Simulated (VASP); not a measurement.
# Al5As (Cmmm) in VASP: a series of runs, part 2 of 2

VASP 6.6.1. The steps go on from the part before.

**4. Relaxation of cell and atoms, PBE**

This run uses another cell than the first one, of 19.77 Å³/atom, 1.090 times its volume.

Input file INCAR:

```
  PREC = Accurate
  ENCUT = 600
  EDIFF = 1E-6
  ISMEAR = 0
  SIGMA = 0.1
  LREAL = F
  LASPH = T
  NELM = 60
  ALGO = Fast
  ISIF = 3
  LWAVE = F
  LCHARG = F
  GGA = PE
  IBRION = 2
  NSW = 90
  EDIFFG = -0.04
```

Input file KPOINTS:

```
Automatic mesh
0
Gamma
  4 4 4
```

Input file POSCAR:

```
Al5As
1.0
    3.3324504100     -3.3731463000      0.0000000000
    3.3324504100      3.3731463000      0.0000000000
    0.0000000000      0.0000000000      5.2774352400
Al As
5 1
Direct
    0.0000000000      0.0000000000      0.0000000000
    0.3233465300      0.6766534700      0.2384991700
    0.6766534700      0.3233465300      0.2384991700
    0.3233465300      0.6766534700      0.7615008300
    0.6766534700      0.3233465300      0.7615008300
    0.0000000000      0.0000000000      0.5000000000
```

Started as:

```
> cat potpaw_PBE.64/Al/POTCAR potpaw_PBE.64/As/POTCAR > POTCAR
> mpirun -np 1 vasp_std > vasp.out
```

It took 3.2 min on 1 thread of Intel Xeon 6975P-C (Granite Rapids), shared host; peak memory 0.28 GiB.

Results (log left out):

- Free energy: -22.1702 eV
- Relaxed volume: 18.16 Å³/atom
- Relaxed cell: a = 4.768 Å, b = 4.768 Å, c = 5.378 Å, α = 90.00°, β = 90.00°, γ = 116.92°
- Space group after relaxing (to 0.05 Å): Cmmm (No. 65)
- Energy gained by relaxing: 339.9 meV/atom
- Ionic steps: 16
- Pressure after relaxing: 0.0 GPa
- Largest force after relaxing: 0.028 eV/Å

Forces in eV/Å, atoms in the order of the input:
```
Al   0.000  0.000  0.000
Al   0.000 -0.001  0.028
Al   0.000  0.001  0.028
Al   0.000 -0.001 -0.028
Al   0.000  0.001 -0.028
As   0.000  0.000  0.000
```

Stress tensor (GPa, compression positive):
```
-0.28  0.00  0.00
 0.00  0.24  0.00
 0.00  0.00 -0.08
```

The path:
```tsv
step	energy change (eV)	largest force (eV/Å)	pressure (GPa)	volume (Å³)
1	0.0000	0.7304	8.05	118.65
2	-0.9955	0.1954	-5.34	135.64
3	-1.0239	0.2461	-3.75	132.58
4	-1.3161	0.1953	-2.88	125.30
5	-1.4668	0.1827	-1.63	119.57
6	-1.6527	0.3765	3.01	108.19
7	-1.8946	0.3945	1.95	107.28
8	-1.8404	0.5961	3.20	104.79
9	-1.9171	0.4637	2.46	105.78
10	-1.9503	0.4386	1.92	106.59
11	-1.9897	0.3184	0.25	109.06
12	-1.9982	0.2482	-0.87	110.95
13	-2.0145	0.2007	-0.62	110.35
14	-2.0344	0.1012	0.28	108.61
15	-2.0347	0.0907	0.17	108.80
16	-2.0391	0.0275	-0.04	108.99
```

Final structure:
```
Al As
1.0
     2.49381   -4.06339    0.00000
     2.49381    4.06339    0.00000
     0.00000    0.00000    5.37760
Al As
5 1
Cartesian
  2.4938 4.0634 0.0000
  2.4938 1.3745 1.3480
  2.4938 -1.3745 1.3480
  2.4938 1.3745 4.0296
  2.4938 -1.3745 4.0296
  2.4938 4.0634 2.6888
```

Levels at points of the mesh, in eV from the Fermi level:
```tsv
k point	band 8	band 9	band 10	band 11	band 12	band 13
(0.00, 0.00, 0.00)	-2.08	-2.01	0.06	0.87	1.09	1.39
(0.50, 0.00, 0.00)	-3.44	-0.30	-0.07	0.23	0.29	1.77
(0.50, 0.50, 0.00)	-3.31	-0.88	-0.40	-0.24	-0.03	2.07
(0.00, 0.00, 0.50)	-1.24	-1.16	-1.01	-0.91	-0.90	-0.81
(0.50, 0.00, 0.50)	-2.91	0.95	1.11	1.77	2.29	2.41
(0.50, 0.50, 0.50)	-3.23	1.00	1.25	2.00	2.52	2.61
```

Caveat: the bands computed are all filled at some k points, so no gap is given.

**5. Single point, PBE**

This run uses another cell than the first one, of 17.91 Å³/atom, 0.988 times its volume.

Input file INCAR:

```
ALGO     = Fast           # electronic algorithm
EDIFF    = 1E-6           # SCF threshold, eV
ENCUT    = 520            # plane-wave cutoff, eV
GGA      = PE             # functional
ISIF     = 2              # what is computed and relaxed
ISMEAR   = 0              # smearing method
LASPH    = T              # aspherical terms in the spheres
LCHARG   = F              # write CHGCAR
LREAL    = F              # projectors in reciprocal space
LWAVE    = F              # write WAVECAR
NBANDS   = 19             # bands
NELM     = 60             # most SCF steps
PREC     = Accurate       # precision mode
SIGMA    = 0.1            # smearing width, eV
```

Input file KPOINTS:

```
k-points
0
Gamma
  10 10 8
```

Input file POSCAR:

```
Al5As
1.0
    2.4127573161     -3.8874618512      0.0000000000
    2.4127573161      3.8874618512      0.0000000000
    0.0000000000      0.0000000000      5.7287472431
Al As
5 1
Direct
    0.0000000000      0.0000000000      0.0000000000
    0.3288496763      0.6711503237      0.2468380424
    0.6711503237      0.3288496763      0.2468380424
    0.3288496763      0.6711503237      0.7531619576
    0.6711503237      0.3288496763      0.7531619576
    0.0000000000      0.0000000000      0.5000000000
```

Started as:

```
> cat potpaw_PBE.64/Al/POTCAR potpaw_PBE.64/As/POTCAR > POTCAR
> mpirun -np 1 vasp_std > vasp.out
```

It took 93 s on 1 thread of Intel Xeon 6975P-C (Granite Rapids), shared host; peak memory 0.43 GiB.

Results (log left out):

| Item | Value |
| --- | --- |
| Free energy | -22.2187 eV |
| Pressure | 0.0 GPa |
| Band gap on the k mesh | zero (band 10 reaches 8.05 eV, above the bottom of band 11 at 6.16 eV) |

Levels at points of the mesh, in eV from the Fermi level:
```tsv
k point	band 7	band 8	band 9	band 10	band 11	band 12	band 13	band 14
(0.00, 0.00, 0.00)	-2.17	-1.59	-1.12	0.22	0.82	1.07	1.14	1.46
(0.50, 0.00, 0.00)	-4.14	-3.45	-0.37	-0.19	-0.05	0.08	2.54	3.47
(0.50, 0.50, 0.00)	-4.07	-3.93	-0.77	-0.74	-0.65	-0.64	3.10	3.92
(0.00, 0.00, 0.50)	-1.24	-1.20	-1.07	-0.96	-0.86	-0.83	-0.45	0.00
(0.50, 0.00, 0.50)	-2.87	-2.80	-0.04	0.17	0.82	1.29	2.40	3.68
(0.50, 0.50, 0.50)	-3.64	-3.32	0.10	0.34	0.90	1.38	2.81	3.46
```

**6. Relaxation of cell and atoms, PBE**

Input file INCAR:

```
PREC = Accurate
ENCUT = 600
EDIFF = 1E-6
ISMEAR = 0
SIGMA = 0.1
LREAL = F
LASPH = T
NELM = 100
ALGO = Fast
ISIF = 3
LWAVE = F
LCHARG = F
GGA = PE
IBRION = 2
NSW = 100
EDIFFG = -0.01
```

Input file KPOINTS:

```
regular mesh
0
Gamma
  10 10 8
```

Input file POSCAR:

```
Al5As
1.0
    2.4796198139     -4.0820923102      0.0000000000
    2.4796198139      4.0820923102      0.0000000000
    0.0000000000      0.0000000000      5.3756752800
Al As
5 1
Direct
    0.0000000000      0.0000000000      0.0000000000
    0.3313416740      0.6686583260      0.2509857543
    0.6686583260      0.3313416740      0.2509857543
    0.3313416740      0.6686583260      0.7490142457
    0.6686583260      0.3313416740      0.7490142457
    0.0000000000      0.0000000000      0.5000000000
```

Potentials or basis: VASP PAW PBE potentials, release 64 (Al, As).

Started as:

```
> cat potpaw_PBE.64/Al/POTCAR potpaw_PBE.64/As/POTCAR > POTCAR
> mpirun -np 1 vasp_std > vasp.out
```

Wall time 14 min (1 thread of Intel Xeon 6975P-C (Granite Rapids), shared host); peak memory 0.48 GiB.

It converged, with:

```
Free energy                            : -22.2189 eV
Relaxed volume                         : 17.92 Å³/atom
Relaxed cell                           : a = 4.576 Å, b = 4.576 Å, c = 5.729 Å, α = 90.00°, β = 90.00°, γ = 116.37°
Space group after relaxing (to 0.05 Å) : Cmmm (No. 65)
Energy gained by relaxing              : 16.5 meV/atom
Ionic steps                            : 16
Pressure after relaxing                : 0.0 GPa
Largest force after relaxing           : 0.006 eV/Å
```

Forces in eV/Å, atoms in the order of the input:
```
Al   0.000  0.000  0.000
Al   0.000 -0.004  0.005
Al   0.000  0.004  0.005
Al   0.000 -0.004 -0.005
Al   0.000  0.004 -0.005
As   0.000  0.000  0.000
```

The path:
```
step  energy change (eV)  largest force (eV/Å)  pressure (GPa)  volume (Å³)
   1              0.0000                0.1285           -0.23       108.83
   2             -0.0483                0.0769           -0.37       108.39
   3             -0.0761                0.0705           -0.27       107.76
   4             -0.0793                0.0757           -0.15       107.53
   5             -0.0850                0.0935            0.17       107.03
   6             -0.0680                0.1543            1.15       105.93
   7             -0.0853                0.0963            0.27       106.91
   8             -0.0923                0.0231           -0.08       107.56
   9             -0.0925                0.0458           -0.15       107.68
  10             -0.0946                0.0581            0.05       107.36
  11             -0.0959                0.0768            0.33       106.91
  12             -0.0972                0.0649            0.25       107.05
  13             -0.0987                0.0305            0.03       107.44
  14             -0.0987                0.0290            0.02       107.46
  15             -0.0989                0.0176            0.01       107.47
  16             -0.0990                0.0062           -0.01       107.50
```

Final structure:
```
Al As
1.0
     2.41264   -3.88874    0.00000
     2.41264    3.88874    0.00000
     0.00000    0.00000    5.72890
Al As
5 1
Direct
  0.00000 0.00000 0.00000
  0.32882 0.67118 0.24664
  0.67118 0.32882 0.24664
  0.32882 0.67118 0.75336
  0.67118 0.32882 0.75336
  0.00000 0.00000 0.50000
```

Levels at points of the mesh, in eV from the Fermi level:
```
           k point  band 6  band 7  band 8  band 9  band 10  band 11  band 12  band 13  band 14
(0.00, 0.00, 0.00)   -3.16   -2.17   -1.60   -1.12     0.22     0.82     1.07     1.14     1.45
(0.50, 0.00, 0.00)   -4.21   -4.14   -3.45   -0.38    -0.19    -0.06     0.07     2.54     3.47
(0.50, 0.50, 0.00)   -4.16   -4.07   -3.93   -0.77    -0.74    -0.65    -0.64     3.10     3.92
(0.00, 0.00, 0.50)   -2.43   -1.24   -1.21   -1.07    -0.96    -0.86    -0.83    -0.45     0.10
(0.50, 0.00, 0.50)   -3.80   -2.88   -2.80   -0.04     0.17     0.82     1.29     2.40     3.69
(0.50, 0.50, 0.50)   -4.32   -3.64   -3.33    0.10     0.35     0.91     1.38     2.81     3.46
```

Caveat: the bands computed are all filled at some k points, so no gap is given.

**7. The runs side by side**

```csv
task,cell,k mesh,cutoff (eV),gap on the mesh (eV),pressure (GPa),relaxed volume (Å³/atom),largest force (eV/Å)
single point,"a = 4.776, b = 4.776, c = 5.376 Å, angles 90.0, 90.0, 117.4°, 6 atoms",4 × 4 × 4,520,none,0.0,-,0.01
single point,"a = 4.742, b = 4.742, c = 5.277 Å, angles 90.0, 90.0, 90.7°, 6 atoms",4 × 4 × 4,520,none,8.0,-,0.73
relaxation of cell and atoms,"relaxed from a = 4.742, b = 4.742, c = 5.277 Å, angles 90.0, 90.0, 90.7°, 6 atoms",4 × 4 × 4,600,-,0.0,18.16,0.03
single point,"a = 4.575, b = 4.575, c = 5.729 Å, angles 90.0, 90.0, 116.3°, 6 atoms",10 × 10 × 8,520,none,0.0,-,-
relaxation of cell and atoms,"relaxed from a = 4.776, b = 4.776, c = 5.376 Å, angles 90.0, 90.0, 117.4°, 6 atoms",10 × 10 × 8,600,-,0.0,17.92,0.01
```

Alike in all rows: level PBE; potentials or basis VASP PAW PBE potentials, release 64 (Al, As); no spin polarisation; smearing gaussian 0.1 eV.

Caveats: some runs use coarse meshes; the bands computed are all filled at some k points, so no gap is given (some runs).

Absolute energies hang on the potentials; compare differences alone.
